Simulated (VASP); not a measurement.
# Sb (P6_3/mmc) in VASP: further runs

Runs on Sb. Level: RPBE. Tasks: single point, relaxation of cell and atoms.

Everything below comes from runs of VASP 6.6.1. Logs are shortened: lines on timing, memory, paths and dates and some standing lists are left out, and cuts for length are marked.

**1. The cell of the first run**

The structure is hexagonal, space group P6_3/mmc (No. 194). The conventional cell has a = 3.367 Å, b = 3.367 Å, c = 11.432 Å, α = 90.00°, β = 90.00°, γ = 120.00°. Sb (site symmetry -3m) has 12 Sb at 3.37 to 3.46 Å within 4.4 Å. Sb (site symmetry -6m2) has 12 Sb at 3.37 to 3.46 Å within 4.4 Å.

This isn't the form of Sb at room conditions, which is rhombohedral.

**2. Single point, RPBE**

The input, INCAR:

```
PREC = Accurate
ENCUT = 500
EDIFF = 1E-6
ISMEAR = -1
SIGMA = 0.1
LREAL = F
LASPH = T
NELM = 120
ALGO = Normal
ISIF = 2
LWAVE = F
LCHARG = T
GGA = RP
LELF = T
LVHAR = T
NBANDS = 18
GGA_COMPAT = F
```

The input, KPOINTS:

```
Automatic mesh
0
Gamma
  11 11 3
```

The input, POSCAR:

```
Sb
1.0
    3.3671252294      0.0000000000      0.0000000000
   -1.6835626147      2.9160159864      0.0000000000
    0.0000000000      0.0000000000     11.4324496523
Sb
4
Direct
    1.0000000000      1.0000000000      0.0000000000
    1.0000000000      1.0000000000      0.5000000000
    0.3333333333      0.6666666667      0.2500000000
    0.6666666667      0.3333333333      0.7500000000
```

Potentials or basis: VASP PAW PBE potentials, release 64 (Sb).

Launch:

```
> cat potpaw_PBE.64/Sb/POTCAR > POTCAR
> mpirun -np 1 vasp_std > vasp.out
```

OUTCAR:

```text
PREC = Accurate
   ENCUT = 500
   EDIFF = 1E-6
   ISMEAR = -1
   LREAL = F
   LASPH = T
   NELM = 120
   ISIF = 2
   GGA = RP

 ion  position               nearest neighbor table
   1  0.000  0.000  0.000-   3 3.46   4 3.46   4 3.46   3 3.46   4 3.46   3 3.46
   2  0.000  0.000  0.500-   3 3.46   4 3.46   4 3.46   3 3.46   4 3.46   3 3.46
   3  0.333  0.667  0.250-   1 3.46   2 3.46   1 3.46   2 3.46   1 3.46   2 3.46
   4  0.667  0.333  0.750-   1 3.46   2 3.46   1 3.46   2 3.46   1 3.46   2 3.46

  LATTYP: Found a hexagonal cell.
 ALAT       =     3.3671252294
 C/A-ratio  =     3.3953146597

  Lattice vectors:

 A1 = (   3.3671252294,   0.0000000000,   0.0000000000)
 A2 = (  -1.6835626147,   2.9160159864,   0.0000000000)
 A3 = (   0.0000000000,   0.0000000000,  11.4324496523)

Analysis of symmetry for initial positions (statically):
=====================================================================
 Subroutine PRICEL returns:
 Original cell was already a primitive cell.

 Routine SETGRP: Setting up the symmetry group for a
 hexagonal supercell.

 Subroutine GETGRP returns: Found 24 space group operations
 (whereof 12 operations were pure point group operations)
 out of a pool of 24 trial point group operations.

The static configuration has the point symmetry D_3d.
 The point group associated with its full space group is D_6h.

Analysis of symmetry for dynamics (positions and initial velocities):
=====================================================================
 Subroutine PRICEL returns:
 Original cell was already a primitive cell.

 Routine SETGRP: Setting up the symmetry group for a
 hexagonal supercell.

 Subroutine GETGRP returns: Found 24 space group operations
 (whereof 12 operations were pure point group operations)
 out of a pool of 24 trial point group operations.

The dynamic configuration has the point symmetry D_3d.
 The point group associated with its full space group is D_6h.

 Subroutine INISYM returns: Found 24 space group operations
 (whereof 12 operations are pure point group operations),
 and found     1 'primitive' translations

----------------------------------------------------------------------------------------

                                     Primitive cell

  volume of cell :     112.2505

  direct lattice vectors                    reciprocal lattice vectors
     3.367125229  0.000000000  0.000000000     0.296989251  0.171466824  0.000000000
    -1.683562615  2.916015986  0.000000000     0.000000000  0.342933648  0.000000000
     0.000000000  0.000000000 11.432449652     0.000000000  0.000000000  0.087470317

  length of vectors
     3.367125229  3.367125229 11.432449652     0.342933648  0.342933648  0.087470317

  position of ions in fractional coordinates (direct lattice)
     0.000000000  0.000000000  0.000000000
     0.000000000  0.000000000  0.500000000
     0.333333333  0.666666667  0.250000000
     0.666666667  0.333333333  0.750000000

  ion indices of the primitive-cell ions
   primitive index   ion index
                 1           1
                 2           2
                 3           3
                 4           4

----------------------------------------------------------------------------------------

 KPOINTS: Automatic mesh

Automatic generation of k-mesh.
 Grid dimensions read from file:
 generate k-points for:   11   11    3

 Generating k-lattice:

  Cartesian coordinates                     Fractional coordinates (reciprocal lattice)
     0.026999023  0.015587893  0.000000000     0.090909091  0.000000000  0.000000000
     0.000000000  0.031175786  0.000000000     0.000000000  0.090909091  0.000000000
     0.000000000  0.000000000  0.029156772     0.000000000  0.000000000  0.333333333

  Length of vectors
     0.031175786  0.031175786  0.029156772

  Shift w.r.t. Gamma in fractional coordinates (k-lattice)
     0.000000000  0.000000000  0.000000000

 Subroutine IBZKPT returns following result:
 ===========================================

 Found     32 irreducible k-points:

 Following reciprocal coordinates:
            Coordinates               Weight
  0.000000  0.000000  0.000000      1.000000
  0.090909  0.000000  0.000000      6.000000
  0.181818  0.000000  0.000000      6.000000
  0.272727  0.000000  0.000000      6.000000
  0.363636  0.000000  0.000000      6.000000
  0.454545  0.000000  0.000000      6.000000
[... 16 lines left out ...]
  0.090909  0.090909  0.333333     12.000000
  0.181818  0.090909  0.333333     24.000000
 [... further k-points ...]
   k-points           NKPTS =     32   k-points in BZ     NKDIM =     32   number of bands    NBANDS=     18
   number of dos      NEDOS =    301   number of ions     NIONS =      4
   total plane-waves  NPLWV =  65856
   dimension x,y,z NGX =    28 NGY =   28 NGZ =   84
   dimension x,y,z NGXF=    56 NGYF=   56 NGZF=  168
   ions per type =               4
   NGX,Y,Z   is equivalent  to a cutoff of  13.82, 13.82, 12.21 a.u.
   NGXF,Y,Z  is equivalent  to a cutoff of  27.65, 27.65, 24.43 a.u.
 SYSTEM =  unknown system
   PREC   = accura    normal or accurate (medium, high low for compatibility)
   ISTART =      0    job   : 0-new  1-cont  2-samecut
   ICHARG =      2    charge: 1-file 2-atom 10-const
   ISPIN  =      1    spin polarized calculation?
   LNONCOLLINEAR =      F non collinear calculations
   LSORBIT =      F    spin-orbit coupling
   LASPH  =      T    aspherical Exc in radial PAW
   ENCUT  =  500.0 eV  36.75 Ry    6.06 a.u.   6.14  6.14 20.84*2*pi/ulx,y,z
   NELM   =    120;   NELMIN=  2; NELMDL= -5     # of ELM steps
   EDIFF  = 0.1E-05   stopping-criterion for ELM
   LREAL  =      F    real-space projection
   EDIFFG = 0.1E-04   stopping-criterion for IOM
   NSW    =      0    number of steps for IOM
   IBRION =     -1    ionic relax: 0-MD 1-quasi-New 2-CG
   NFREE  =      0    steps in history (QN), initial steepest desc. (CG)
   ISIF   =      2    stress and relaxation
   ISYM   =      2    0-nonsym 1-usesym 2-fastsym
   POTIM  = 0.5000    time-step for ionic-motion
   TEBEG  =    0.0;   TEEND  =   0.0 temperature during run
   PSTRESS=    0.0 pullay stress
   NELECT =      20.0000    total number of electrons
   NUPDOWN=      -1.0000    fix difference up-down
   EMIN   =  10.00;   EMAX   =-10.00  energy-range for DOS
   EFERMI =   0.00;   METHOD = LEGACY
   ISMEAR =    -1;   SIGMA  =   0.10  broadening in eV -4-tet -1-fermi 0-gaus
   EFERMI_NEDOS =   21; number of points for ismear=-14 and -15
   IALGO  =     38    algorithm
   IMIX   =      4    mixing-type and parameters
     AMIX     =   0.40;   BMIX     =  1.00
     AMIX_MAG =   1.60;   BMIX_MAG =  1.00
  volume/ion in A,a.u.               =      28.06       189.38
  Fermi-wavevector in a.u.,A,eV,Ry     =   0.921203  1.740821 11.546107  0.848615
  Thomas-Fermi vector in A             =   2.046593
   LORBIT       =      0    0 simple, 1 ext, 2 COOP (PROOUT), +10 PAW based schemes
   GGA     = RP    functional components
   LHFCALC =     F    Hartree Fock is set to
   AEXX    =    0.0000 exact exchange contribution
   IVDW    =     0    specifies the selected vdW correction
   LEPSILON=     F    determine dielectric tensor
   LRPA    =     F    only Hartree local field effects (RPA)
 non-spin polarized calculation
  energy-cutoff  :      500.00
  volume of cell :      112.25
 maximum number of plane-waves:      2870
 NGX is ok and might be reduce to    28
   NGX = 13   NGY = 13   NGZ = 41

 number of electron      19.9999998 magnetization

 Free energy of the ion-electron system (eV)
  ---------------------------------------------------
  ext. energy  EPLUGINS =         0.00000000
  ---------------------------------------------------
  free energy    TOTEN  =       -13.92346869 eV

  energy without entropy =      -13.83501790  energy(sigma->0) =      -13.87924330

 E-fermi :   8.1292     XC(G=0): -10.0095

 val. band max:        8.0413151022   @ k =   0.4545   0.0909   0.3333
 cond. band min:       8.1460561874   @ k =   0.3636   0.2727   0.3333
 fundamental gap:      0.1047410852
 Fermi energy:         8.1292295037

 k-point     1 :       0.0000    0.0000    0.0000
  band No.  band energies     occupation
      1      -4.5060      2.00000
      2      -3.4207      2.00000
      3      -3.4130      2.00000
      4      -1.3111      2.00000
      5       2.4905      2.00000
      6       6.8773      1.99999
[... 10 lines left out ...]
     17      16.1915      0.00000
     18      16.5147      0.00000

 k-point     2 :       0.0909    0.0000    0.0000
  band No.  band energies     occupation
      1      -4.3617      2.00000
      2      -3.2786      2.00000
      3      -3.2710      2.00000
      4      -1.1814      2.00000
      5       2.6404      2.00000
      6       6.9826      1.99998
[... 10 lines left out ...]
     17      15.9324      0.00000
     18      16.4135      0.00000

 k-point     3 :       0.1818    0.0000    0.0000
  band No.  band energies     occupation
      1      -3.9309      2.00000
      2      -2.8561      2.00000
      3      -2.8489      2.00000
      4      -0.8021      2.00000
      5       3.0850      2.00000
      6       7.1909      1.99983
[... 10 lines left out ...]
     17      14.6495      0.00000
     18      15.2469      0.00000

 k-point     4 :       0.2727    0.0000    0.0000
  band No.  band energies     occupation
      1      -3.2241      2.00000
      2      -2.1695      2.00000
      3      -2.1638      2.00000
      4      -0.2200      2.00000
      5       3.8012      2.00000
      6       5.9001      2.00000
[... 375 lines left out ...]
      4       0.3107      2.00000
      5       2.9852      2.00000
      6       3.3473      2.00000
[... 10 lines left out ...]
     17      12.9051      0.00000
     18      13.2642      0.00000

 k-point    23 :       0.0909    0.0909    0.3333
  band No.  band energies     occupation
      1      -3.9512      2.00000
      2      -3.5862      2.00000
      3      -2.2104      2.00000
      4      -1.3724      2.00000
      5       3.6325      2.00000
      6       5.2054      2.00000
[... 10 lines left out ...]
     17      15.8743      0.00000
     18      16.0173      0.00000

 k-point    24 :       0.1818    0.0909    0.3333
  band No.  band energies     occupation
      1      -3.3830      2.00000
      2      -3.0222      2.00000
      3      -1.6718      2.00000
      4      -0.8630      2.00000
      5       4.1623      2.00000
      6       5.5826      2.00000
[... 10 lines left out ...]
     17      15.1011      0.00000
     18      15.2883      0.00000

 [... further k-points ...]
[... 5 lines left out ...]
  --------------------------------------------------------------------------------------
  -------------------------------------------------------------------------------------
  Total       -0.1400489     -0.1400489     -0.1301924     -0.0000000     -0.0000000      0.0000000
  in kB       -1.9989492     -1.9989492     -1.8582660     -0.0000000     -0.0000000      0.0000000
  external PRESSURE =      -1.9520548 kB  Pullay stress =       0.0000000 kB

 VOLUME and BASIS-vectors are now :
 -----------------------------------------------------------------------------
  energy-cutoff  :      500.00
  volume of cell :      112.25
      direct lattice vectors                 reciprocal lattice vectors
     3.367125229  0.000000000  0.000000000     0.296989251  0.171466824  0.000000000
    -1.683562615  2.916015986  0.000000000     0.000000000  0.342933648  0.000000000
     0.000000000  0.000000000 11.432449652     0.000000000  0.000000000  0.087470317

 POSITION                                       TOTAL-FORCE (eV/Angst)
 -----------------------------------------------------------------------------------
      0.00000      0.00000      0.00000        -0.000000      0.000000     -0.000000
      0.00000      0.00000      5.71622        -0.000000      0.000000     -0.000000
     -0.00000      1.94401      2.85811        -0.000000      0.000000     -0.000000
      1.68356      0.97201      8.57434         0.000000     -0.000000      0.000000
 -----------------------------------------------------------------------------------
    total drift:                                0.000000     -0.000000      0.000000

  FREE ENERGIE OF THE ION-ELECTRON SYSTEM (eV)
  ---------------------------------------------------
  free  energy   TOTEN  =       -13.9234686933 eV

  energy  without entropy=      -13.8350178989  energy(sigma->0) =      -13.87924330
```

Run time: 27 s. Hardware: 1 thread of Intel Xeon 6975P-C (Granite Rapids), shared host; peak memory 0.25 GiB.

What came out:

```yaml
Free_energy: -13.9235 eV
Pressure: -0.2 GPa
Band_gap_on_the_k_mesh: zero (bands 10 and 11 overlap by 6.65 eV)
```

Levels at points of the mesh, in eV from the Fermi level:
```csv
k point,band 8,band 9,band 10,band 11,band 12,band 13
"(0.00, 0.00, 0.00)",3.81,3.81,4.42,4.42,4.47,4.47
```

Caveat: the PAW data sets were made with another functional, which shifts forces and pressure a little; spin-orbit coupling is left out, which moves the levels of the heavy elements.

**3. Relaxation of cell and atoms, RPBE**

This run uses another cell than the first one, of 27.18 Å³/atom.

The input, INCAR:

```
SYSTEM = Sb
PREC = Accurate ; ENCUT = 500
EDIFF = 1E-7 ; ISMEAR = -1
SIGMA = 0.1 ; LREAL = .False.
LASPH = .True. ; NELM = 120
ALGO = Normal ; ISIF = 3
LWAVE = .False. ; LCHARG = .False.
GGA = RP ; IBRION = 2
NSW = 80 ; EDIFFG = -0.01
GGA_COMPAT = .False. ; NELMIN = 4
```

The input, KPOINTS:

```
Automatic mesh
0
Gamma
  11 11 3
  0 0 0
```

The input, POSCAR:

```
Sb
1.0
    3.3749600568      0.0000000000      0.0000000000
   -1.6874800284      2.9228011460      0.0000000000
    0.0000000000      0.0000000000     11.0226195456
Sb
4
Direct
    0.0000000000      0.0000000000      0.0000000000
    0.0000000000      0.0000000000      0.5000000000
    0.3333333333      0.6666666667      0.2500000000
    0.6666666667      0.3333333333      0.7500000000
```

Potentials or basis: VASP PAW PBE potentials, release 64 (Sb).

Launch:

```
> cat potpaw_PBE.64/Sb/POTCAR > POTCAR
> mpirun -np 1 vasp_std > vasp.out
```

Wall time 1.7 min (1 thread of Intel Xeon 6975P-C (Granite Rapids), shared host); peak memory 0.25 GiB.

It converged, with:

```
Free energy                           : -13.9236 eV
Relaxed volume                        : 27.95 Å³/atom
Relaxed cell                          : a = 3.363 Å, b = 3.363 Å, c = 11.415 Å, α = 90.00°, β = 90.00°, γ = 120.00°
Space group after relaxing (to 0.1 Å) : P6_3/mmc (No. 194)
Energy gained by relaxing             : 7.7 meV/atom
Ionic steps                           : 6
Pressure after relaxing               : 0.0 GPa
Band gap on the k mesh                : zero (bands 10 and 11 overlap by 6.68 eV)
```

The path:
```csv
step,energy change (eV),largest force (eV/Å),pressure (GPa),volume (Å³)
1,0.0000,0.0000,1.66,108.73
2,-0.0210,0.0000,-0.68,113.21
3,-0.0222,0.0000,-0.26,112.33
4,-0.0276,0.0000,-0.16,112.11
5,-0.0306,0.0000,0.01,111.82
6,-0.0307,0.0000,0.03,111.78
```

Final structure:
```cif
data_structure
_symmetry_space_group_name_H-M 'P 1'
_symmetry_Int_Tables_number 1
_cell_length_a 3.3628
_cell_length_b 3.3628
_cell_length_c 11.4146
_cell_angle_alpha 90.000
_cell_angle_beta 90.000
_cell_angle_gamma 120.000
_cell_volume 111.78
loop_
_atom_site_label
_atom_site_type_symbol
_atom_site_fract_x
_atom_site_fract_y
_atom_site_fract_z
_atom_site_occupancy
Sb1 Sb 0.00000 0.00000 0.00000 1
Sb2 Sb 0.00000 0.00000 0.50000 1
Sb3 Sb 0.33333 0.66667 0.25000 1
Sb4 Sb 0.66667 0.33333 0.75000 1
```

Levels at points of the mesh, in eV from the Fermi level:
```
           k point  band 6  band 7  band 8  band 9  band 10  band 11  band 12  band 13  band 14
(0.00, 0.00, 0.00)   -1.25   -1.25    3.83    3.83     4.44     4.44     4.49     4.49     4.53
```

Caveat: the PAW data sets were made with another functional, which shifts forces and pressure a little; spin-orbit coupling is left out, which moves the levels of the heavy elements.
